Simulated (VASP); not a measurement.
# SnO2 (Pbcn) in VASP: notebook

SnO2 is run at these levels: LDA; tasks: single point.

Program: VASP 6.6.1. These are calculated values, not measurements. Logs are shortened: lines on timing, memory, paths and dates and some standing lists are left out, and cuts for length are marked.

## 1. The cell of the first run

The structure is orthorhombic, space group Pbcn (No. 60). The conventional cell has a = 4.516 Å, b = 5.184 Å, c = 4.996 Å, α = 90.00°, β = 90.00°, γ = 90.00°. Within 2.5 Å of Sn (site symmetry 2) lie 6 O at 1.90 to 1.97 Å. O (site symmetry 1) has 3 Sn at 1.90 to 1.97 Å and 3 O at 2.48 to 2.60 Å within 2.6 Å.

## 2. Single point, LDA (9.75 Å³/atom)

Input file INCAR:

```
SYSTEM = SnO2
ALGO = Normal
EDIFF = 1E-7
ENCUT = 520
GGA = CA
ISIF = 2
ISMEAR = 0
LASPH = .TRUE.
LCHARG = .FALSE.
LREAL = .FALSE.
LWAVE = .FALSE.
NBANDS = 64
NELM = 80
PREC = Accurate
SIGMA = 0.05
```

Input file KPOINTS:

```
k-points
0
G
  6 6 6
  0 0 0
```

Input file POSCAR:

```
SnO2
1.0
    4.5158704488      0.0000000000      0.0000000000
    0.0000000000      5.1835239392      0.0000000000
    0.0000000000      0.0000000000      4.9962144385
Sn O
4 8
Direct
    0.5000000000      0.6673419135      0.7500000000
    0.0000000000      0.8326580865      0.2500000000
    0.5000000000      0.3326580865      0.2500000000
    0.0000000000      0.1673419135      0.7500000000
    0.7309254637      0.6050162923      0.0776916535
    0.2309254637      0.8949837077      0.9223083465
    0.7690745363      0.8949837077      0.5776916535
    0.2690745363      0.6050162923      0.4223083465
    0.7309254637      0.3949837077      0.5776916535
    0.2309254637      0.1050162923      0.4223083465
    0.7690745363      0.1050162923      0.0776916535
    0.2690745363      0.3949837077      0.9223083465
```

Potentials or basis: VASP PAW LDA potentials, release 64 (Sn_d, O).

Command:

```console
$ cat potpaw_LDA.64/Sn_d/POTCAR potpaw_LDA.64/O/POTCAR > POTCAR
$ mpirun -np 1 vasp_std > vasp.out
```

OUTCAR:

```text
SYSTEM = SnO2
   EDIFF = 1E-7
   ENCUT = 520
   GGA = CA
   ISIF = 2
   ISMEAR = 0
   LASPH = .TRUE.
   LREAL = .FALSE.
   NELM = 80
   PREC = Accurate

 ion  position               nearest neighbor table
   1  0.500  0.667  0.750-   6 1.90   7 1.90   9 1.95  12 1.95   5 1.97   8 1.97   3 3.04   3 3.04
                             4 3.44   4 3.44   4 3.44   4 3.44   2 3.47   2 3.47   2 3.47   2 3.47
   2  0.000  0.833  0.250-   5 1.90   8 1.90  10 1.95  11 1.95   7 1.97   6 1.97   4 3.04   4 3.04
                             3 3.44   3 3.44   3 3.44   3 3.44   1 3.47   1 3.47   1 3.47   1 3.47
   3  0.500  0.333  0.250-  10 1.90  11 1.90   5 1.95   8 1.95   9 1.97  12 1.97   1 3.04   1 3.04
                             2 3.44   2 3.44   2 3.44   2 3.44   4 3.47   4 3.47   4 3.47   4 3.47
   4  0.000  0.167  0.750-   9 1.90  12 1.90   6 1.95   7 1.95  11 1.97  10 1.97   2 3.04   2 3.04
                             1 3.44   1 3.44   1 3.44   1 3.44   3 3.47   3 3.47   3 3.47   3 3.47
   5  0.731  0.605  0.078-   2 1.90   3 1.95   1 1.97
   6  0.231  0.895  0.922-   1 1.90   4 1.95   2 1.97
   7  0.769  0.895  0.578-   1 1.90   4 1.95   2 1.97
   8  0.269  0.605  0.422-   2 1.90   3 1.95   1 1.97
   9  0.731  0.395  0.578-   4 1.90   1 1.95   3 1.97
  10  0.231  0.105  0.422-   3 1.90   2 1.95   4 1.97
  11  0.769  0.105  0.078-   3 1.90   2 1.95   4 1.97
  12  0.269  0.395  0.922-   4 1.90   1 1.95   3 1.97

  LATTYP: Found a simple orthorhombic cell.
 ALAT       =     4.5158704488
 B/A-ratio  =     1.1063679738
 C/A-ratio  =     1.1478460239

  Lattice vectors:

 A1 = (  -4.5158704488,   0.0000000000,   0.0000000000)
 A2 = (   0.0000000000,   0.0000000000,   4.9962144385)
 A3 = (   0.0000000000,   5.1835239392,   0.0000000000)

Analysis of symmetry for initial positions (statically):
=====================================================================
 Subroutine PRICEL returns:
 Original cell was already a primitive cell.

 Routine SETGRP: Setting up the symmetry group for a
 simple orthorhombic supercell.

 Subroutine GETGRP returns: Found  8 space group operations
 (whereof  2 operations were pure point group operations)
 out of a pool of  8 trial point group operations.

The static configuration has the point symmetry S_2 .
 The point group associated with its full space group is D_2h.

Analysis of symmetry for dynamics (positions and initial velocities):
=====================================================================
 Subroutine PRICEL returns:
 Original cell was already a primitive cell.

 Routine SETGRP: Setting up the symmetry group for a
 simple orthorhombic supercell.

 Subroutine GETGRP returns: Found  8 space group operations
 (whereof  2 operations were pure point group operations)
 out of a pool of  8 trial point group operations.

The dynamic configuration has the point symmetry S_2 .
 The point group associated with its full space group is D_2h.

 Subroutine INISYM returns: Found  8 space group operations
 (whereof  2 operations are pure point group operations),
 and found     1 'primitive' translations

----------------------------------------------------------------------------------------

                                     Primitive cell

  volume of cell :     116.9520

  direct lattice vectors                    reciprocal lattice vectors
     4.515870449  0.000000000  0.000000000     0.221441251  0.000000000  0.000000000
     0.000000000  5.183523939  0.000000000     0.000000000  0.192918951  0.000000000
     0.000000000  0.000000000  4.996214439     0.000000000  0.000000000  0.200151537

  length of vectors
     4.515870449  5.183523939  4.996214439     0.221441251  0.192918951  0.200151537

  position of ions in fractional coordinates (direct lattice)
     0.500000000  0.667341914  0.750000000
     0.000000000  0.832658086  0.250000000
     0.500000000  0.332658086  0.250000000
     0.000000000  0.167341914  0.750000000
     0.730925464  0.605016292  0.077691653
     0.230925464  0.894983708  0.922308347
     0.769074536  0.894983708  0.577691653
     0.269074536  0.605016292  0.422308347
     0.730925464  0.394983708  0.577691653
     0.230925464  0.105016292  0.422308347
     0.769074536  0.105016292  0.077691653
     0.269074536  0.394983708  0.922308347

  ion indices of the primitive-cell ions
   primitive index   ion index
                 1           1
                 2           2
                 3           3
                 4           4
                 5           5
                 6           6
                 7           7
                 8           8
                 9           9
                10          10
                11          11
                12          12

----------------------------------------------------------------------------------------

 KPOINTS: k-points

Automatic generation of k-mesh.
 Grid dimensions read from file:
 generate k-points for:    6    6    6

 Generating k-lattice:

  Cartesian coordinates                     Fractional coordinates (reciprocal lattice)
     0.036906875  0.000000000  0.000000000     0.166666667  0.000000000  0.000000000
     0.000000000  0.032153158  0.000000000     0.000000000  0.166666667  0.000000000
     0.000000000  0.000000000  0.033358590     0.000000000  0.000000000  0.166666667

  Length of vectors
     0.036906875  0.032153158  0.033358590

  Shift w.r.t. Gamma in fractional coordinates (k-lattice)
     0.000000000  0.000000000  0.000000000

 Subroutine IBZKPT returns following result:
 ===========================================

 Found     64 irreducible k-points:

 Following reciprocal coordinates:
            Coordinates               Weight
  0.000000  0.000000  0.000000      1.000000
  0.166667  0.000000  0.000000      2.000000
  0.333333  0.000000  0.000000      2.000000
  0.500000  0.000000  0.000000      1.000000
  0.000000  0.166667  0.000000      2.000000
  0.166667  0.166667  0.000000      4.000000
[... 16 lines left out ...]
  0.333333  0.166667  0.166667      8.000000
  0.500000  0.166667  0.166667      4.000000
 [... further k-points ...]
   k-points           NKPTS =     64   k-points in BZ     NKDIM =     64   number of bands    NBANDS=     64
   number of dos      NEDOS =    301   number of ions     NIONS =     12
   total plane-waves  NPLWV =  57600
   dimension x,y,z NGX =    36 NGY =   40 NGZ =   40
   dimension x,y,z NGXF=    72 NGYF=   80 NGZF=   80
   ions per type =               4   8
   NGX,Y,Z   is equivalent  to a cutoff of  13.25, 12.83, 13.31 a.u.
   NGXF,Y,Z  is equivalent  to a cutoff of  26.51, 25.66, 26.62 a.u.
 SYSTEM =  SnO2
   PREC   = accura    normal or accurate (medium, high low for compatibility)
   ISTART =      0    job   : 0-new  1-cont  2-samecut
   ICHARG =      2    charge: 1-file 2-atom 10-const
   ISPIN  =      1    spin polarized calculation?
   LNONCOLLINEAR =      F non collinear calculations
   LSORBIT =      F    spin-orbit coupling
   LASPH  =      T    aspherical Exc in radial PAW
   ENCUT  =  520.0 eV  38.22 Ry    6.18 a.u.   8.40  9.64  9.29*2*pi/ulx,y,z
   NELM   =     80;   NELMIN=  2; NELMDL= -5     # of ELM steps
   EDIFF  = 0.1E-06   stopping-criterion for ELM
   LREAL  =      F    real-space projection
   EDIFFG = 0.1E-05   stopping-criterion for IOM
   NSW    =      0    number of steps for IOM
   IBRION =     -1    ionic relax: 0-MD 1-quasi-New 2-CG
   NFREE  =      0    steps in history (QN), initial steepest desc. (CG)
   ISIF   =      2    stress and relaxation
   ISYM   =      2    0-nonsym 1-usesym 2-fastsym
   POTIM  = 0.5000    time-step for ionic-motion
   TEBEG  =    0.0;   TEEND  =   0.0 temperature during run
   PSTRESS=    0.0 pullay stress
   NELECT =     104.0000    total number of electrons
   NUPDOWN=      -1.0000    fix difference up-down
   EMIN   =  10.00;   EMAX   =-10.00  energy-range for DOS
   EFERMI =   0.00;   METHOD = LEGACY
   ISMEAR =     0;   SIGMA  =   0.05  broadening in eV -4-tet -1-fermi 0-gaus
   EFERMI_NEDOS =   21; number of points for ismear=-14 and -15
   IALGO  =     38    algorithm
   IMIX   =      4    mixing-type and parameters
     AMIX     =   0.40;   BMIX     =  1.00
     AMIX_MAG =   1.60;   BMIX_MAG =  1.00
  volume/ion in A,a.u.               =       9.75        65.77
  Fermi-wavevector in a.u.,A,eV,Ry     =   1.574285  2.974968 33.720321  2.478374
  Thomas-Fermi vector in A             =   2.675442
   LORBIT       =      0    0 simple, 1 ext, 2 COOP (PROOUT), +10 PAW based schemes
   GGA     = CA    functional components
   LHFCALC =     F    Hartree Fock is set to
   AEXX    =    0.0000 exact exchange contribution
   IVDW    =     0    specifies the selected vdW correction
   LEPSILON=     F    determine dielectric tensor
   LRPA    =     F    only Hartree local field effects (RPA)
 non-spin polarized calculation
 Gauss-broadening in eV      SIGMA  =   0.05
  energy-cutoff  :      520.00
  volume of cell :      116.95
 maximum number of plane-waves:      3167
 NGX is ok and might be reduce to    36
   NGX = 17   NGY = 19   NGZ = 19

 number of electron     104.0000000 magnetization

 Free energy of the ion-electron system (eV)
  ---------------------------------------------------
  ext. energy  EPLUGINS =         0.00000000
  ---------------------------------------------------
  free energy    TOTEN  =       -80.59580615 eV

  energy without entropy =      -80.59580615  energy(sigma->0) =      -80.59580615

 E-fermi :   8.6219     XC(G=0): -12.9327

 val. band max:        8.4121850693   @ k =   0.0000   0.0000   0.0000
 cond. band min:      11.9203716751   @ k =   0.0000   0.0000   0.0000
 fundamental gap:      3.5081866059
 Fermi energy:         8.6219027018

 k-point     1 :       0.0000    0.0000    0.0000
  band No.  band energies     occupation
      1     -12.8284      2.00000
      2     -12.6843      2.00000
      3     -12.5507      2.00000
      4     -11.9844      2.00000
      5     -11.8782      2.00000
      6     -11.6601      2.00000
[... 1597 lines left out ...]
     63      20.6227      0.00000
     64      20.6227      0.00000

 [... further k-points ...]

------------------------ aborting loop because EDIFF is reached ----------------------------------------

  FORCE on cell =-STRESS in cart. coord.  units (eV):
  Direction    XX          YY          ZZ          XY          YZ          ZX
  --------------------------------------------------------------------------------------
  -------------------------------------------------------------------------------------
  Total       40.8221961     49.0746767     41.0545953      0.0000000      0.0000000     -0.0000000
  in kB      559.2413734    672.2957669    562.4251135      0.0000000      0.0000000     -0.0000000
  external PRESSURE =     597.9874179 kB  Pullay stress =       0.0000000 kB

 VOLUME and BASIS-vectors are now :
 -----------------------------------------------------------------------------
  energy-cutoff  :      520.00
  volume of cell :      116.95
      direct lattice vectors                 reciprocal lattice vectors
     4.515870449  0.000000000  0.000000000     0.221441251  0.000000000  0.000000000
     0.000000000  5.183523939  0.000000000     0.000000000  0.192918951  0.000000000
     0.000000000  0.000000000  4.996214439     0.000000000  0.000000000  0.200151537

 POSITION                                       TOTAL-FORCE (eV/Angst)
 -----------------------------------------------------------------------------------
      2.25794      3.45918      3.74716         0.000000      0.887802     -0.000000
      0.00000      4.31610      1.24905         0.000000     -0.887802     -0.000000
      2.25794      1.72434      1.24905         0.000000     -0.887802     -0.000000
      0.00000      0.86742      3.74716         0.000000      0.887802     -0.000000
      3.30076      3.13612      0.38816         0.468630     -0.239581     -0.494771
      1.04283      4.63917      4.60805         0.468630      0.239581      0.494771
      3.47304      4.63917      2.88627        -0.468630      0.239581     -0.494771
      1.21511      3.13612      2.10994        -0.468630     -0.239581      0.494771
      3.30076      2.04741      2.88627         0.468630      0.239581     -0.494771
      1.04283      0.54435      2.10994         0.468630     -0.239581      0.494771
      3.47304      0.54435      0.38816        -0.468630     -0.239581     -0.494771
      1.21511      2.04741      4.60805        -0.468630      0.239581      0.494771
 -----------------------------------------------------------------------------------
    total drift:                                0.000000      0.000000      0.000000

  FREE ENERGIE OF THE ION-ELECTRON SYSTEM (eV)
  ---------------------------------------------------
  free  energy   TOTEN  =       -80.5958061540 eV

  energy  without entropy=      -80.5958061540  energy(sigma->0) =      -80.59580615
```

Wall time 6.9 min (1 thread of Intel Xeon Platinum 8259CL at 2.50GHz (Skylake/Cascade Lake), shared host); peak memory 0.41 GiB.

Results:

```
Free energy            : -80.5958 eV
Pressure               : 59.8 GPa
Largest force          : 0.888 eV/Å
Band gap on the k mesh : 3.51 eV
```

Forces in eV/Å, atoms in the order of the input:
```
Sn   0.000  0.888  0.000
Sn   0.000 -0.888  0.000
Sn   0.000 -0.888  0.000
Sn   0.000  0.888  0.000
O    0.469 -0.240 -0.495
O    0.469  0.240  0.495
O   -0.469  0.240 -0.495
O   -0.469 -0.240  0.495
O    0.469  0.240 -0.495
O    0.469 -0.240  0.495
O   -0.469 -0.240 -0.495
O   -0.469  0.240  0.495
```

Caveat: the stress differs along the axes, from 56 to 67 GPa; spin-orbit coupling is left out, which moves the levels of the heavy elements. A k mesh can miss the band edges.

## 3. Single point, LDA (12.22 Å³/atom)

This run uses another cell than the first one, of 12.22 Å³/atom.

Input file INCAR:

```
PREC = Accurate
ENCUT = 520
EDIFF = 1E-6
ISMEAR = 0
SIGMA = 0.05
LREAL = False
LASPH = True
NELM = 80
ALGO = Normal
ISIF = 2
LWAVE = False
LCHARG = False
GGA = CA
NBANDS = 64
```

Input file KPOINTS:

```
regular mesh
0
Gamma
  6 6 6
```

POSCAR, as its differences from that of step 2:

```diff
@@ -2,5 +2,5 @@
 1.0
-    4.5158704488      0.0000000000      0.0000000000
-    0.0000000000      5.1835239392      0.0000000000
-    0.0000000000      0.0000000000      4.9962144385
+    4.9132681316      0.0000000000      0.0000000000
+    0.0000000000      5.4909496752      0.0000000000
+    0.0000000000      0.0000000000      5.4358825077
 Sn O
```

Potentials or basis: VASP PAW LDA potentials, release 64 (Sn_d, O).

Command:

```console
$ cat potpaw_LDA.64/Sn_d/POTCAR potpaw_LDA.64/O/POTCAR > POTCAR
$ mpirun -np 1 vasp_std > vasp.out
```

It took 7.7 min on 1 thread of Intel Xeon Platinum 8259CL at 2.50GHz (Skylake/Cascade Lake), shared host; peak memory 0.49 GiB.

It converged, with:

* Free energy: -83.8906 eV
* Pressure: -9.0 GPa
* Largest force: 0.354 eV/Å
* Band gap on the k mesh: 0.72 eV (least direct gap 0.75 eV)

Forces in eV/Å, atoms in the order of the input:
```
Sn   0.000 -0.032  0.000
Sn   0.000  0.032  0.000
Sn   0.000  0.032  0.000
Sn   0.000 -0.032  0.000
O   -0.320 -0.024 -0.149
O   -0.320  0.024  0.149
O    0.320  0.024 -0.149
O    0.320 -0.024  0.149
O   -0.320  0.024 -0.149
O   -0.320 -0.024  0.149
O    0.320 -0.024 -0.149
O    0.320  0.024  0.149
```

Stress tensor (GPa, compression positive):
```
-12.23   0.00   0.00
  0.00   0.36   0.00
  0.00   0.00 -15.09
```

Levels at points of the mesh, in eV from the valence-band top:
| k point | band 49 | band 50 | band 51 | band 52 | band 53 | band 54 | band 55 | band 56 |
| --- | --- | --- | --- | --- | --- | --- | --- | --- |
| (0.00, 0.00, 0.00) | -0.49 | -0.44 | -0.03 | -0.03 | 0.72 | 5.28 | 5.59 | 6.17 |
| (0.50, 0.00, 0.00) | -0.27 | -0.27 | -0.07 | -0.07 | 3.88 | 3.88 | 4.41 | 4.41 |
| (0.00, 0.50, 0.00) | -1.12 | -1.12 | -0.37 | -0.37 | 3.42 | 3.42 | 6.17 | 6.17 |
| (0.50, 0.50, 0.00) | -0.83 | -0.83 | -0.49 | -0.49 | 4.26 | 4.26 | 5.24 | 5.24 |
| (0.00, 0.00, 0.50) | -0.56 | -0.56 | -0.07 | -0.07 | 3.73 | 3.73 | 5.36 | 5.36 |
| (0.50, 0.00, 0.50) | -0.20 | -0.20 | -0.20 | -0.20 | 4.27 | 4.27 | 4.27 | 4.27 |
| (0.00, 0.50, 0.50) | -0.56 | -0.56 | -0.56 | -0.56 | 4.80 | 4.80 | 4.80 | 4.80 |
| (0.50, 0.50, 0.50) | -0.63 | -0.63 | -0.63 | -0.63 | 4.76 | 4.76 | 4.76 | 4.76 |

Caveat: the stress differs along the axes, from -15 to 0 GPa; semilocal functionals underestimate gaps, and a narrow one can read as zero; spin-orbit coupling is left out, which moves the levels of the heavy elements. A k mesh can miss the band edges.

## 4. Single point, LDA (12.84 Å³/atom)

This run uses another cell than the first one, of 12.84 Å³/atom.

Input file INCAR:

```
ALGO = Normal
EDIFF = 1E-6
ENCUT = 520
GGA = CA
ISIF = 2
ISMEAR = 0
LASPH = True
LCHARG = False
LREAL = False
LWAVE = False
NBANDS = 64
NELM = 80
PREC = Accurate
SIGMA = 0.05
```

Input file KPOINTS:

```
k-points
0
Gamma
  6 6 6
```

POSCAR, as its differences from that of step 3:

```diff
@@ -2,5 +2,5 @@
 1.0
-    4.9132681316      0.0000000000      0.0000000000
-    0.0000000000      5.4909496752      0.0000000000
-    0.0000000000      0.0000000000      5.4358825077
+    4.8199397299      0.0000000000      0.0000000000
+    0.0000000000      5.9941779779      0.0000000000
+    0.0000000000      0.0000000000      5.3326269529
 Sn O
```

Command:

```console
$ cat potpaw_LDA.64/Sn_d/POTCAR potpaw_LDA.64/O/POTCAR > POTCAR
$ mpirun -np 1 vasp_std > vasp.out
```

Run time: 8.6 min. Hardware: 1 thread of Intel Xeon Platinum 8259CL at 2.50GHz (Skylake/Cascade Lake), shared host; peak memory 0.51 GiB.

It converged, with:

```
Free energy            : -83.6312 eV
Pressure               : -16.3 GPa
Largest force          : 0.239 eV/Å
Band gap on the k mesh : 0.50 eV
```

Forces on the atoms (eV/Å):
```
Sn   0.000 -0.239  0.000
Sn   0.000  0.239  0.000
Sn   0.000  0.239  0.000
Sn   0.000 -0.239  0.000
O   -0.174  0.145  0.003
O   -0.174 -0.145 -0.003
O    0.174 -0.145  0.003
O    0.174  0.145 -0.003
O   -0.174 -0.145  0.003
O   -0.174  0.145 -0.003
O    0.174  0.145  0.003
O    0.174 -0.145 -0.003
```

Stress tensor (GPa, compression positive):
```
-14.62   0.00   0.00
  0.00 -18.28   0.00
  0.00   0.00 -15.86
```

Levels at points of the mesh, in eV from the valence-band top:
```csv
k point,band 48,band 49,band 50,band 51,band 52,band 53,band 54,band 55,band 56,band 57
"(0.00, 0.00, 0.00)",-0.63,-0.59,-0.23,-0.04,0.00,0.50,5.18,5.20,5.98,6.11
"(0.50, 0.00, 0.00)",-0.87,-0.25,-0.25,-0.04,-0.04,3.63,3.63,4.40,4.40,7.65
"(0.00, 0.50, 0.00)",-1.00,-0.83,-0.83,-0.03,-0.03,3.20,3.20,5.79,5.79,7.95
"(0.50, 0.50, 0.00)",-0.60,-0.56,-0.56,-0.12,-0.12,4.03,4.03,5.13,5.13,7.83
"(0.00, 0.00, 0.50)",-0.79,-0.23,-0.23,-0.16,-0.16,3.55,3.55,5.26,5.26,7.05
"(0.50, 0.00, 0.50)",-0.85,-0.21,-0.21,-0.21,-0.21,4.07,4.07,4.07,4.07,7.49
"(0.00, 0.50, 0.50)",-1.12,-0.25,-0.25,-0.25,-0.25,4.58,4.58,4.58,4.58,8.01
"(0.50, 0.50, 0.50)",-1.05,-0.28,-0.28,-0.28,-0.28,4.45,4.45,4.45,4.45,7.83
```

Caveat: the cell stands under tension; semilocal functionals underestimate gaps, and a narrow one can read as zero; spin-orbit coupling is left out, which moves the levels of the heavy elements.

(Part 1 of 2 ends here.)
